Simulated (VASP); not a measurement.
# Ti (I4/mmm) in VASP: a series of runs

Runs on Ti. Level: PBEsol. Tasks: single point.

Everything below comes from runs of VASP 6.6.1. Logs are shortened: lines on timing, memory, paths and dates and some standing lists are left out, and cuts for length are marked.

## 1. The cell of the first run

Symmetry: I4/mmm, No. 139, tetragonal system. The conventional cell has a = 2.871 Å, b = 2.871 Å, c = 4.121 Å, α = 90.00°, β = 90.00°, γ = 90.00°. Ti (site symmetry 4/mmm) has 12 Ti at 2.87 to 2.89 Å within 3.8 Å.

This isn't the form of Ti at room conditions, which is hcp.

## 2. Single point, PBEsol (strain +0.000 along x and y, +0.015 along z)

INCAR

```
PREC     = Accurate       # precision mode
ENCUT    = 520            # plane-wave cutoff, eV
EDIFF    = 1E-6           # SCF threshold, eV
ISMEAR   = 0              # smearing method
SIGMA    = 0.15           # smearing width, eV
LREAL    = False          # projectors in reciprocal space
LASPH    = True           # aspherical terms in the spheres
NELM     = 100            # most SCF steps
ALGO     = Fast           # electronic algorithm
ISIF     = 2              # what is computed and relaxed
LWAVE    = False          # write WAVECAR
LCHARG   = True           # write CHGCAR
GGA      = PS             # functional
LELF     = True           # ELF
LVHAR    = True         
NBANDS   = 12             # bands
```

KPOINTS

```
Automatic mesh
0
Gamma
  20 20 20
```

POSCAR

```
Ti
1.0
    0.0000000000      2.0300000000      2.0604500000
    2.0300000000      0.0000000000      2.0604500000
    2.0300000000      2.0300000000      0.0000000000
Ti
1
Direct
    0.0000000000      0.0000000000      0.0000000000
```

Potentials or basis: VASP PAW PBE potentials, release 64 (Ti_sv).

Command:

```sh
$ cat potpaw_PBE.64/Ti_sv/POTCAR > POTCAR
$ mpirun -np 1 vasp_std > vasp.out
```

OUTCAR:

```text
PREC = Accurate
   ENCUT = 520
   EDIFF = 1E-6
   ISMEAR = 0
   LREAL = False
   LASPH = True
   NELM = 100
   ISIF = 2
   GGA = PS

 ion  position               nearest neighbor table
   1  0.000  0.000  0.000-

  LATTYP: Found a body centered tetragonal cell.
 ALAT       =     2.8708535316
 C/A-ratio  =     1.4354267658

  Lattice vectors:

 A1 = (  -2.0300000000,   0.0000000000,   2.0604500000)
 A2 = (   2.0300000000,   0.0000000000,   2.0604500000)
 A3 = (   0.0000000000,   2.0300000000,  -2.0604500000)

Analysis of symmetry for initial positions (statically):
=====================================================================
 Subroutine PRICEL returns:
 Original cell was already a primitive cell.

 Routine SETGRP: Setting up the symmetry group for a
 body centered tetragonal supercell.

 Subroutine GETGRP returns: Found 16 space group operations
 (whereof 16 operations were pure point group operations)
 out of a pool of 16 trial point group operations.

The static configuration has the point symmetry D_4h.

Analysis of symmetry for dynamics (positions and initial velocities):
=====================================================================
 Subroutine PRICEL returns:
 Original cell was already a primitive cell.

 Routine SETGRP: Setting up the symmetry group for a
 body centered tetragonal supercell.

 Subroutine GETGRP returns: Found 16 space group operations
 (whereof 16 operations were pure point group operations)
 out of a pool of 16 trial point group operations.

The dynamic configuration has the point symmetry D_4h.

 Subroutine INISYM returns: Found 16 space group operations
 (whereof 16 operations are pure point group operations),
 and found     1 'primitive' translations

----------------------------------------------------------------------------------------

                                     Primitive cell

  volume of cell :      16.9818

  direct lattice vectors                    reciprocal lattice vectors
     0.000000000  2.030000000  2.060450000    -0.246305419  0.246305419  0.242665437
     2.030000000  0.000000000  2.060450000     0.246305419 -0.246305419  0.242665437
     2.030000000  2.030000000  0.000000000     0.246305419  0.246305419 -0.242665437

  length of vectors
     2.892465074  2.892465074  2.870853532     0.424522359  0.424522359  0.424522359

  position of ions in fractional coordinates (direct lattice)
     0.000000000  0.000000000  0.000000000
[... 84 lines left out ...]
   POTIM  = 0.5000    time-step for ionic-motion
   TEBEG  =    0.0;   TEEND  =   0.0 temperature during run
   PSTRESS=    0.0 pullay stress
   NELECT =      12.0000    total number of electrons
   NUPDOWN=      -1.0000    fix difference up-down
   EMIN   =  10.00;   EMAX   =-10.00  energy-range for DOS
   EFERMI =   0.00;   METHOD = LEGACY
   ISMEAR =     0;   SIGMA  =   0.15  broadening in eV -4-tet -1-fermi 0-gaus
   EFERMI_NEDOS =   21; number of points for ismear=-14 and -15
   IALGO  =     68    algorithm
   IMIX   =      4    mixing-type and parameters
     AMIX     =   0.40;   BMIX     =  1.00
     AMIX_MAG =   1.60;   BMIX_MAG =  1.00
  volume/ion in A,a.u.               =      16.98       114.60
  Fermi-wavevector in a.u.,A,eV,Ry     =   1.458167  2.755536 28.929392  2.126250
  Thomas-Fermi vector in A             =   2.574883
   LORBIT       =      0    0 simple, 1 ext, 2 COOP (PROOUT), +10 PAW based schemes
   GGA     = PS    functional components
   LHFCALC =     F    Hartree Fock is set to
   AEXX    =    0.0000 exact exchange contribution
   IVDW    =     0    specifies the selected vdW correction
   LEPSILON=     F    determine dielectric tensor
   LRPA    =     F    only Hartree local field effects (RPA)
 non-spin polarized calculation
 RMM-DIIS sequential band-by-band and
 Gauss-broadening in eV      SIGMA  =   0.15
  energy-cutoff  :      520.00
  volume of cell :       16.98
 maximum number of plane-waves:       471
 NGX is ok and might be reduce to    24
   NGX = 11   NGY = 11   NGZ = 11

 number of electron      12.0000003 magnetization

 Free energy of the ion-electron system (eV)
  ---------------------------------------------------
  ext. energy  EPLUGINS =         0.00000000
  ---------------------------------------------------
  free energy    TOTEN  =        -8.29033908 eV

  energy without entropy =       -8.27120812  energy(sigma->0) =       -8.28077360

 E-fermi :   8.3339     XC(G=0): -11.7440

 val. band max:        8.3315337024   @ k =   0.2500  -0.0000   0.1000
 cond. band min:       8.3373572245   @ k =  -0.2000   0.0000   0.1000
 fundamental gap:      0.0058235221
 Fermi energy:         8.3339412693

 k-point     1 :       0.0000    0.0000    0.0000
  band No.  band energies     occupation
      1     -48.1064      2.00000
      2     -24.0348      2.00000
      3     -24.0319      2.00000
      4     -24.0319      2.00000
      5       2.1832      2.00000
      6       9.1437      0.00000
      7       9.2657      0.00000
      8       9.2657      0.00000
      9      10.8262      0.00000
     10      10.9682      0.00000
     11      23.7304      0.00000
     12      28.0463      0.00000
[... 331 lines left out ...]
 k-point    24 :      -0.3500    0.0500    0.0000
  band No.  band energies     occupation
      1     -47.9907      2.00000
      2     -24.6436      2.00000
      3     -24.1367      2.00000
      4     -24.0992      2.00000
      5       5.3188      2.00000
      6       8.3869      0.61725
      7       9.1406      0.00000
      8       9.3511      0.00000
      9      11.4419      0.00000
     10      11.8610      0.00000
     11      18.5063      0.00000
     12      23.5141      0.00000

 [... further k-points ...]

------------------------ aborting loop because EDIFF is reached ----------------------------------------

  FORCE on cell =-STRESS in cart. coord.  units (eV):
  Direction    XX          YY          ZZ          XY          YZ          ZX
  --------------------------------------------------------------------------------------
  -------------------------------------------------------------------------------------
  Total       -0.2136965     -0.2136965     -0.2706824      0.0000000     -0.0000000      0.0000000
  in kB      -20.1615505    -20.1615505    -25.5379715      0.0000000     -0.0000000      0.0000000
  external PRESSURE =     -21.9536908 kB  Pullay stress =       0.0000000 kB

 VOLUME and BASIS-vectors are now :
 -----------------------------------------------------------------------------
  energy-cutoff  :      520.00
  volume of cell :       16.98
      direct lattice vectors                 reciprocal lattice vectors
     0.000000000  2.030000000  2.060450000    -0.246305419  0.246305419  0.242665437
     2.030000000  0.000000000  2.060450000     0.246305419 -0.246305419  0.242665437
     2.030000000  2.030000000  0.000000000     0.246305419  0.246305419 -0.242665437

 POSITION                                       TOTAL-FORCE (eV/Angst)
 -----------------------------------------------------------------------------------
      0.00000      0.00000      0.00000         0.000000      0.000000      0.000000
 -----------------------------------------------------------------------------------
    total drift:                                0.000000      0.000000      0.000000

  FREE ENERGIE OF THE ION-ELECTRON SYSTEM (eV)
  ---------------------------------------------------
  free  energy   TOTEN  =        -8.2903390824 eV

  energy  without entropy=       -8.2712081223  energy(sigma->0) =       -8.28077360
```

OSZICAR:

```text
N       E                     dE             d eps       ncg     rms          rms(c)
DAV:   1     0.861435219398E+02    0.86144E+02   -0.65360E+03 15420   0.121E+03
DAV:   2    -0.509819697890E+01   -0.91242E+02   -0.88763E+02 15584   0.297E+02
DAV:   3    -0.931445616164E+01   -0.42163E+01   -0.41688E+01 21360   0.649E+01
[... 12 lines left out ...]
RMM:  16    -0.829033233280E+01   -0.81480E-05   -0.75497E-05 21711   0.570E-02    0.526E-03
RMM:  17    -0.829033549103E+01   -0.31582E-05   -0.28554E-05 19110   0.355E-02    0.113E-03
RMM:  18    -0.829033747150E+01   -0.19805E-05   -0.20282E-05 17051   0.222E-02    0.207E-03
RMM:  19    -0.829033863490E+01   -0.11634E-05   -0.99954E-06 16276   0.178E-02    0.110E-03
RMM:  20    -0.829033908242E+01   -0.44752E-06   -0.46436E-06 14180   0.106E-02
   1 F= -.82903391E+01 E0= -.82807736E+01  d E =-.191310E-01
```

Run time: 4.6 min. Hardware: 1 thread of Intel Xeon 8259CL, shared host; peak memory 0.25 GiB.

Results:

* Free energy: -8.2903 eV
* Pressure: -2.2 GPa
* Band gap on the k mesh: zero (bands 6 and 7 overlap by 1.28 eV)

Stress tensor (GPa, compression positive):
```
-2.02  0.00  0.00
 0.00 -2.02  0.00
 0.00  0.00 -2.55
```

Levels at points of the mesh, in eV from the Fermi level:
| k point | band 4 | band 5 | band 6 | band 7 | band 8 | band 9 |
| --- | --- | --- | --- | --- | --- | --- |
| (0.00, 0.00, 0.00) | -32.37 | -6.15 | 0.81 | 0.93 | 0.93 | 2.49 |
| (0.50, 0.00, 0.00) | -32.45 | -2.65 | 0.70 | 0.70 | 0.83 | 3.66 |
| (0.50, 0.50, 0.00) | -32.61 | -2.67 | -1.75 | 2.76 | 3.67 | 3.98 |
| (0.50, 0.00, 0.50) | -32.62 | -2.66 | -1.78 | 3.04 | 3.66 | 3.94 |

Caveat: the cell differs from its parent crystal (strain +0.000 along x and y, +0.015 along z); the PAW data sets were made with another functional, which shifts forces and pressure a little.

## 3. Single point, PBEsol (strain +0.015 along x and y, -0.015 along z)

INCAR

```
PREC     = Accurate       # precision mode
ENCUT    = 520            # plane-wave cutoff, eV
EDIFF    = 1E-6           # SCF threshold, eV
ISMEAR   = 0              # smearing method
SIGMA    = 0.15           # smearing width, eV
LREAL    = F              # projectors in reciprocal space
LASPH    = T              # aspherical terms in the spheres
NELM     = 60             # most SCF steps
ALGO     = Fast           # electronic algorithm
ISIF     = 2              # what is computed and relaxed
LWAVE    = F              # write WAVECAR
LCHARG   = F              # write CHGCAR
GGA      = PS             # functional
NBANDS   = 12             # bands
```

KPOINTS

```
regular mesh
0
Gamma
  20 20 20
```

POSCAR

```
Ti
1.0
    0.0000000000      2.0604500000      1.9995500000
    2.0604500000      0.0000000000      1.9995500000
    2.0604500000      2.0604500000      0.0000000000
Ti
1
Direct
    0.0000000000      0.0000000000      0.0000000000
```

Potentials or basis: VASP PAW PBE potentials, release 64 (Ti_sv).

Command:

```sh
$ cat potpaw_PBE.64/Ti_sv/POTCAR > POTCAR
$ mpirun -np 1 vasp_std > vasp.out
```

It took 4.6 min on 1 thread of Intel Xeon 8259CL, shared host; peak memory 0.25 GiB.

It converged, with:

```
Free energy            : -8.2896 eV
Pressure               : -2.2 GPa
Band gap on the k mesh : zero (bands 6 and 7 overlap by 1.29 eV)
```

Stress tensor (GPa, compression positive):
```
-2.52  0.00  0.00
 0.00 -2.52  0.00
 0.00  0.00 -1.48
```

Levels at points of the mesh, in eV from the Fermi level:
```
           k point  band 2  band 3  band 4  band 5  band 6  band 7  band 8  band 9  band 10  band 11
(0.00, 0.00, 0.00)  -32.37  -32.37  -32.36   -6.15    0.82    0.82    1.05    2.42     2.70    15.41
(0.50, 0.00, 0.00)  -33.09  -32.47  -32.44   -2.65    0.63    0.70    0.90    3.63     3.75     8.42
(0.50, 0.50, 0.00)  -33.04  -32.65  -32.65   -2.65   -1.82    3.33    3.66    3.99     3.99    11.63
(0.50, 0.00, 0.50)  -33.05  -32.63  -32.59   -2.67   -1.74    2.76    3.67    3.89     4.06    10.66
```

Caveat: the cell differs from its parent crystal (strain +0.015 along x and y, -0.015 along z); the PAW data sets were made with another functional, which shifts forces and pressure a little.

## 4. Single point, PBEsol (strain +0.000 along x and y, +0.030 along z)

INCAR

```
ALGO     = Normal         # electronic algorithm
EDIFF    = 1E-7           # SCF threshold, eV
ENCUT    = 520            # plane-wave cutoff, eV
GGA      = PS             # functional
ISIF     = 2              # what is computed and relaxed
ISMEAR   = 0              # smearing method
LASPH    = T              # aspherical terms in the spheres
LCHARG   = F              # write CHGCAR
LREAL    = F              # projectors in reciprocal space
LWAVE    = F              # write WAVECAR
NBANDS   = 12             # bands
NELM     = 60             # most SCF steps
PREC     = Accurate       # precision mode
SIGMA    = 0.15           # smearing width, eV
```

KPOINTS

```
k-points
0
Gamma
  20 20 20
```

POSCAR

```
Ti
1.0
    0.0000000000      2.0300000000      2.0909000000
    2.0300000000      0.0000000000      2.0909000000
    2.0300000000      2.0300000000      0.0000000000
Ti
1
Direct
    0.0000000000      0.0000000000      0.0000000000
```

Command:

```sh
$ cat potpaw_PBE.64/Ti_sv/POTCAR > POTCAR
$ mpirun -np 1 vasp_std > vasp.out
```

Run time: 3.1 min. Hardware: 1 thread of Intel Xeon 8259CL, shared host; peak memory 0.25 GiB.

The run converged. Its results:

| Quantity | Value |
| --- | --- |
| Free energy | -8.2850 eV |
| Pressure | -3.7 GPa |
| Band gap on the k mesh | zero (bands 6 and 7 overlap by 1.27 eV) |

Stress tensor (GPa, compression positive):
```
-3.37  0.00  0.00
 0.00 -3.37  0.00
 0.00  0.00 -4.40
```

Levels at points of the mesh, in eV from the Fermi level:
```tsv
k point	band 2	band 3	band 4	band 5	band 6	band 7	band 8	band 9	band 10	band 11
(0.00, 0.00, 0.00)	-32.41	-32.41	-32.41	-6.11	0.73	0.97	0.97	2.38	2.66	15.33
(0.50, 0.00, 0.00)	-33.10	-32.51	-32.48	-2.61	0.63	0.67	0.89	3.57	3.67	8.26
(0.50, 0.50, 0.00)	-33.05	-32.63	-32.63	-2.62	-1.69	2.52	3.62	3.90	3.90	10.29
(0.50, 0.00, 0.50)	-33.06	-32.68	-32.64	-2.60	-1.74	3.06	3.59	3.82	4.00	10.83
```

Caveat: the cell differs from its parent crystal (strain +0.000 along x and y, +0.030 along z); the cell stands under tension; the PAW data sets were made with another functional, which shifts forces and pressure a little.

[end of part 1 of 2]
